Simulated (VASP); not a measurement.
# LiTbBr3 (P4mm) in VASP: further runs

The runs below take LiTbBr3 through single point, relaxation of cell and atoms, with PBE.

Everything below comes from runs of VASP 6.6.1. Logs are shortened: lines on timing, memory, paths and dates and some standing lists are left out, and cuts for length are marked.

### Step 1. The cell of the first run

It takes space group P4mm (No. 99, tetragonal). Conventional cell: a = 5.053 Å, b = 5.053 Å, c = 5.046 Å, α = 90.00°, β = 90.00°, γ = 90.00°. Li (site symmetry 4mm) has 6 Br at 2.52 to 2.53 Å within 3.3 Å. Within 4.6 Å of Tb (site symmetry 4mm) lie 12 Br at 3.53 to 3.61 Å and 8 Li at 4.34 to 4.41 Å. Br (site symmetry 2mm) has 2 Li at 2.53 Å within 3.3 Å. Within 3.3 Å of Br (site symmetry 4mm) lie 2 Li at 2.52 Å.

The cell was generated, and may not be a known phase.

### Step 2. Single point, PBE

INCAR

```
  ALGO = Normal
  EDIFF = 1E-6
  ENCUT = 750
  GGA = PE
  GGA_COMPAT = False
  ISIF = 2
  ISMEAR = 0
  LASPH = True
  LCHARG = True
  LELF = True
  LMAXMIX = 6
  LREAL = False
  LVHAR = True
  LWAVE = False
  NBANDS = 24
  NELM = 200
  PREC = Accurate
  SIGMA = 0.1
```

KPOINTS

```
k-points
0
Gamma
  4 4 4
```

POSCAR

```
LiTbBr3
1.0
    5.0531725700      0.0000000000      0.0000000000
    0.0000000000      5.0531725700      0.0000000000
    0.0000000000      0.0000000000      5.0457579600
Li Tb Br
1 1 3
Direct
    0.5000000000      0.5000000000      0.4850699900
    0.0000000000      0.0000000000      0.9967579800
    0.5000000000      0.0000000000      0.4853650000
    0.5000000000      0.5000000000      0.9850419800
    0.0000000000      0.5000000000      0.4853650000
```

Potentials or basis: VASP PAW PBE potentials, release 64 (Li_sv, Tb_3, Br), 4f in core.

Started as:

```
> cat potpaw_PBE.64/Li_sv/POTCAR potpaw_PBE.64/Tb_3/POTCAR potpaw_PBE.64/Br/POTCAR > POTCAR
> mpirun -np 1 vasp_std > vasp.out
```

OUTCAR:

```text
EDIFF = 1E-6
   ENCUT = 750
   GGA = PE
   ISIF = 2
   ISMEAR = 0
   LASPH = True
   LREAL = False
   NELM = 200
   PREC = Accurate

 ion  position               nearest neighbor table
   1  0.500  0.500  0.485-   4 2.52   4 2.52   5 2.53   3 2.53   3 2.53   5 2.53
   2  0.000  0.000  0.997-
   3  0.500  0.000  0.485-   1 2.53   1 2.53
   4  0.500  0.500  0.985-   1 2.52   1 2.52
   5  0.000  0.500  0.485-   1 2.53   1 2.53

  LATTYP: Found a simple tetragonal cell.
 ALAT       =     5.0531725700
 C/A-ratio  =     0.9985326822

  Lattice vectors:

 A1 = (   5.0531725700,   0.0000000000,   0.0000000000)
 A2 = (   0.0000000000,   5.0531725700,   0.0000000000)
 A3 = (   0.0000000000,   0.0000000000,   5.0457579600)

Analysis of symmetry for initial positions (statically):
=====================================================================
 Subroutine PRICEL returns:
 Original cell was already a primitive cell.

 Routine SETGRP: Setting up the symmetry group for a
 simple tetragonal supercell.

 Subroutine GETGRP returns: Found  8 space group operations
 (whereof  8 operations were pure point group operations)
 out of a pool of 16 trial point group operations.

The static configuration has the point symmetry C_4v.

Analysis of symmetry for dynamics (positions and initial velocities):
=====================================================================
 Subroutine PRICEL returns:
 Original cell was already a primitive cell.

 Routine SETGRP: Setting up the symmetry group for a
 simple tetragonal supercell.

 Subroutine GETGRP returns: Found  8 space group operations
 (whereof  8 operations were pure point group operations)
 out of a pool of 16 trial point group operations.

The dynamic configuration has the point symmetry C_4v.

 Subroutine INISYM returns: Found  8 space group operations
 (whereof  8 operations are pure point group operations),
 and found     1 'primitive' translations

----------------------------------------------------------------------------------------

                                     Primitive cell

  volume of cell :     128.8412

  direct lattice vectors                    reciprocal lattice vectors
[... 75 lines left out ...]
   NGXF,Y,Z  is equivalent  to a cutoff of  31.58, 31.58, 31.63 a.u.
 SYSTEM =  unknown system
   PREC   = accura    normal or accurate (medium, high low for compatibility)
   ISTART =      0    job   : 0-new  1-cont  2-samecut
   ICHARG =      2    charge: 1-file 2-atom 10-const
   ISPIN  =      1    spin polarized calculation?
   LNONCOLLINEAR =      F non collinear calculations
   LSORBIT =      F    spin-orbit coupling
   LASPH  =      T    aspherical Exc in radial PAW
   ENCUT  =  750.0 eV  55.12 Ry    7.42 a.u.  11.28 11.28 11.27*2*pi/ulx,y,z
   NELM   =    200;   NELMIN=  2; NELMDL= -5     # of ELM steps
   EDIFF  = 0.1E-05   stopping-criterion for ELM
   LREAL  =      F    real-space projection
[... 7 lines left out ...]
   TEBEG  =    0.0;   TEEND  =   0.0 temperature during run
   PSTRESS=    0.0 pullay stress
   NELECT =      33.0000    total number of electrons
   NUPDOWN=      -1.0000    fix difference up-down
   EMIN   =  10.00;   EMAX   =-10.00  energy-range for DOS
   EFERMI =   0.00;   METHOD = LEGACY
   ISMEAR =     0;   SIGMA  =   0.10  broadening in eV -4-tet -1-fermi 0-gaus
   EFERMI_NEDOS =   21; number of points for ismear=-14 and -15
   IALGO  =     38    algorithm
   IMIX   =      4    mixing-type and parameters
     AMIX     =   0.40;   BMIX     =  1.00
     AMIX_MAG =   1.60;   BMIX_MAG =  1.00
  volume/ion in A,a.u.               =      25.77       173.89
  Fermi-wavevector in a.u.,A,eV,Ry     =   1.039668  1.964687 14.706661  1.080909
  Thomas-Fermi vector in A             =   2.174208
   LORBIT       =      0    0 simple, 1 ext, 2 COOP (PROOUT), +10 PAW based schemes
   GGA     = PE    functional components
   LHFCALC =     F    Hartree Fock is set to
   AEXX    =    0.0000 exact exchange contribution
   IVDW    =     0    specifies the selected vdW correction
   LEPSILON=     F    determine dielectric tensor
   LRPA    =     F    only Hartree local field effects (RPA)
 non-spin polarized calculation
 Gauss-broadening in eV      SIGMA  =   0.10
  energy-cutoff  :      750.00
  volume of cell :      128.84
 maximum number of plane-waves:      6031
 NGX is ok and might be reduce to    48
   NGX = 23   NGY = 23   NGZ = 23

 number of electron      32.9999999 magnetization

 Free energy of the ion-electron system (eV)
  ---------------------------------------------------
  ext. energy  EPLUGINS =         0.00000000
  ---------------------------------------------------
  free energy    TOTEN  =       -16.74111564 eV

  energy without entropy =      -16.71593731  energy(sigma->0) =      -16.72852648

 E-fermi :   4.2926     XC(G=0):  -9.0227

 val. band max:        4.2480903364   @ k =   0.2500   0.0000   0.2500
 cond. band min:       4.3223955660   @ k =   0.0000   0.0000   0.0000
 fundamental gap:      0.0743052296
 Fermi energy:         4.2925704851

 k-point     1 :       0.0000    0.0000    0.0000
  band No.  band energies     occupation
      1     -42.6318      2.00000
      2     -21.3638      2.00000
      3     -21.3638      2.00000
      4     -21.3592      2.00000
      5     -12.6956      2.00000
      6     -11.6999      2.00000
[... 475 lines left out ...]
     23       8.6402      0.00000
     24       8.6461      0.00000

------------------------ aborting loop because EDIFF is reached ----------------------------------------

  FORCE on cell =-STRESS in cart. coord.  units (eV):
  Direction    XX          YY          ZZ          XY          YZ          ZX
  --------------------------------------------------------------------------------------
  -------------------------------------------------------------------------------------
  Total       -1.0975871     -1.0975871     -1.0757205      0.0000000      0.0000000      0.0000000
  in kB      -13.6488130    -13.6488130    -13.3768955      0.0000000      0.0000000      0.0000000
  external PRESSURE =     -13.5581738 kB  Pullay stress =       0.0000000 kB

 VOLUME and BASIS-vectors are now :
 -----------------------------------------------------------------------------
  energy-cutoff  :      750.00
  volume of cell :      128.84
      direct lattice vectors                 reciprocal lattice vectors
     5.053172570  0.000000000  0.000000000     0.197895478  0.000000000  0.000000000
     0.000000000  5.053172570  0.000000000     0.000000000  0.197895478  0.000000000
     0.000000000  0.000000000  5.045757960     0.000000000  0.000000000  0.198186280

 POSITION                                       TOTAL-FORCE (eV/Angst)
 -----------------------------------------------------------------------------------
      2.52659      2.52659      2.44755         0.000000      0.000000      0.003161
      0.00000      0.00000      5.02940         0.000000     -0.000000      0.156625
      2.52659      0.00000      2.44903         0.000000     -0.000000     -0.083484
      2.52659      2.52659      4.97028         0.000000     -0.000000      0.007184
      0.00000      2.52659      2.44903         0.000000     -0.000000     -0.083484
 -----------------------------------------------------------------------------------
    total drift:                                0.000000     -0.000000     -0.000038

  FREE ENERGIE OF THE ION-ELECTRON SYSTEM (eV)
  ---------------------------------------------------
  free  energy   TOTEN  =       -16.7411156418 eV

  energy  without entropy=      -16.7159373126  energy(sigma->0) =      -16.72852648
```

It took 72 s on 1 thread of Intel Xeon Platinum 8559C (Emerald Rapids), shared host; peak memory 0.38 GiB.

What came out:

```yaml
Free_energy: -16.7411 eV
Pressure: -1.4 GPa
Largest_force: 0.157 eV/Å
Band_gap_on_the_k_mesh: zero (an odd number of electrons rules out a gap without spin polarisation)
```

Forces on the atoms (eV/Å):
```
Li   0.000  0.000  0.003
Tb   0.000  0.000  0.157
Br   0.000  0.000 -0.083
Br   0.000  0.000  0.007
Br   0.000  0.000 -0.083
```

Caveat: spin-orbit coupling is left out, which moves the levels of the heavy elements; the 4f electrons are frozen in the core, so they carry no moment and show no levels; an odd number of electrons without spin polarisation forces a metal; a magnetic or distorted state may lie lower; the run has no spin polarisation, though such a crystal can be magnetic.

### Step 3. Relaxation of cell and atoms, PBE

INCAR

```
SYSTEM = LiTbBr3
PREC     = Accurate       ! precision mode
ENCUT    = 750            ! plane-wave cutoff, eV
EDIFF    = 1E-7           ! SCF threshold, eV
ISMEAR   = 0              ! smearing method
SIGMA    = 0.1            ! smearing width, eV
LREAL    = .FALSE.        ! projectors in reciprocal space
LASPH    = .TRUE.         ! aspherical terms in the spheres
NELM     = 200            ! most SCF steps
ALGO     = Normal         ! electronic algorithm
ISIF     = 3              ! what is computed and relaxed
LWAVE    = .FALSE.        ! write WAVECAR
LCHARG   = .FALSE.        ! write CHGCAR
GGA      = PE             ! functional
IBRION   = 2              ! ionic algorithm
NSW      = 100            ! ionic steps
EDIFFG   = -0.01          ! ionic threshold
GGA_COMPAT= .FALSE.      
NELMIN   = 4            
LMAXMIX  = 6              ! l up to which the mixer works
```

KPOINTS

```
regular mesh
0
G
  8 8 8
  0 0 0
```

POSCAR is that of step 2.

Potentials or basis: VASP PAW PBE potentials, release 64 (Li_sv, Tb_3, Br), 4f in core.

Started as:

```
> cat potpaw_PBE.64/Li_sv/POTCAR potpaw_PBE.64/Tb_3/POTCAR potpaw_PBE.64/Br/POTCAR > POTCAR
> mpirun -np 1 vasp_std > vasp.out
```

Wall time 82 min (1 thread of Intel Xeon Platinum 8559C (Emerald Rapids), shared host); peak memory 0.62 GiB.

Results (log left out):

| Property | Result |
| --- | --- |
| Free energy | -17.6551 eV |
| Relaxed volume | 28.90 Å³/atom |
| Relaxed cell | a = 5.161 Å, b = 5.161 Å, c = 5.426 Å, α = 90.00°, β = 90.00°, γ = 90.00° |
| Space group after relaxing (to 0.1 Å) | P4mm (No. 99) |
| Energy gained by relaxing | 178.1 meV/atom |
| Ionic steps | 41 |
| Pressure after relaxing | 0.0 GPa |
| Largest force after relaxing | 0.008 eV/Å |
| Band gap on the k mesh | zero (an odd number of electrons rules out a gap without spin polarisation) |

Forces on the atoms (eV/Å):
```
Li   0.000  0.000  0.006
Tb   0.000  0.000 -0.004
Br   0.000  0.000 -0.005
Br   0.000  0.000  0.008
Br   0.000  0.000 -0.005
```

Step by step:
| step | energy change (eV) | largest force (eV/Å) | pressure (GPa) | volume (Å³) |
| --- | --- | --- | --- | --- |
| 1 | 0.0000 | 0.1403 | -1.45 | 128.84 |
| 3 | -0.0301 | 0.1676 | 0.05 | 122.74 |
| 5 | -0.0419 | 0.2892 | 0.11 | 122.63 |
| 7 | -0.1583 | 0.7252 | 0.62 | 122.11 |
| 9 | -0.2178 | 1.5152 | 9.21 | 120.04 |
| 11 | -0.5147 | 0.7055 | 5.79 | 120.57 |
| 13 | -0.5388 | 0.6379 | 4.69 | 120.78 |
| 15 | -0.5394 | 0.6402 | 4.73 | 120.79 |
| 17 | -0.5411 | 0.6499 | 4.88 | 120.85 |
| 19 | -0.5416 | 0.6572 | 5.01 | 120.89 |
| 21 | -0.5477 | 0.6522 | 4.94 | 121.08 |
| 23 | -0.5742 | 0.6297 | 4.67 | 121.94 |
| 25 | -0.6677 | 0.5453 | 3.64 | 125.41 |
| 27 | -0.8624 | 0.2842 | 0.53 | 139.95 |
| 29 | -0.8733 | 0.2264 | -0.20 | 144.77 |
| 31 | -0.8805 | 0.1655 | -0.06 | 144.59 |
| 33 | -0.8868 | 0.1032 | 0.25 | 144.20 |
| 35 | -0.8892 | 0.0364 | -0.09 | 145.62 |
| 37 | -0.8903 | 0.0398 | 0.02 | 144.77 |
| 39 | -0.8904 | 0.0149 | -0.04 | 144.77 |
| 41 | -0.8905 | 0.0078 | -0.01 | 144.50 |

Final structure:
```yaml
crystal:
  lattice:
    - [5.16050, 0.00000, 0.00000]
    - [0.00000, 5.16050, 0.00000]
    - [0.00000, 0.00000, 5.42611]
  atoms:
    - { symbol: Li, position: [0.50000, 0.50000, 0.48757] }
    - { symbol: Tb, position: [0.00000, 0.00000, 0.17309] }
    - { symbol: Br, position: [0.50000, 0.00000, 0.41536] }
    - { symbol: Br, position: [0.50000, 0.50000, 0.94622] }
    - { symbol: Br, position: [0.00000, 0.50000, 0.41536] }
```

Levels at points of the mesh, in eV from the Fermi level:
| k point | band 13 | band 14 | band 15 | band 16 | band 17 | band 18 | band 19 | band 20 |
| --- | --- | --- | --- | --- | --- | --- | --- | --- |
| (0.00, 0.00, 0.00) | -4.86 | -3.68 | -3.62 | -3.62 | -0.85 | -0.14 | 1.17 | 1.47 |
| (0.50, 0.00, 0.00) | -5.45 | -4.21 | -3.81 | -3.61 | -0.27 | 0.21 | 0.87 | 1.44 |
| (0.50, 0.50, 0.00) | -4.64 | -4.34 | -4.34 | -4.07 | -0.23 | 0.70 | 0.70 | 1.05 |
| (0.00, 0.00, 0.50) | -4.72 | -4.53 | -4.07 | -4.07 | -0.07 | 0.47 | 1.93 | 2.02 |
| (0.50, 0.00, 0.50) | -5.13 | -4.10 | -3.70 | -3.40 | 0.43 | 0.60 | 1.06 | 1.19 |
| (0.50, 0.50, 0.50) | -4.06 | -3.59 | -3.39 | -3.39 | 0.07 | 0.64 | 0.64 | 0.68 |

Caveat: spin-orbit coupling is left out, which moves the levels of the heavy elements; the 4f electrons are frozen in the core, so they carry no moment and show no levels; an odd number of electrons without spin polarisation forces a metal; a magnetic or distorted state may lie lower; the run has no spin polarisation, though such a crystal can be magnetic.

The gap in the log of VASP goes by the Fermi energy; the results here count the filled bands.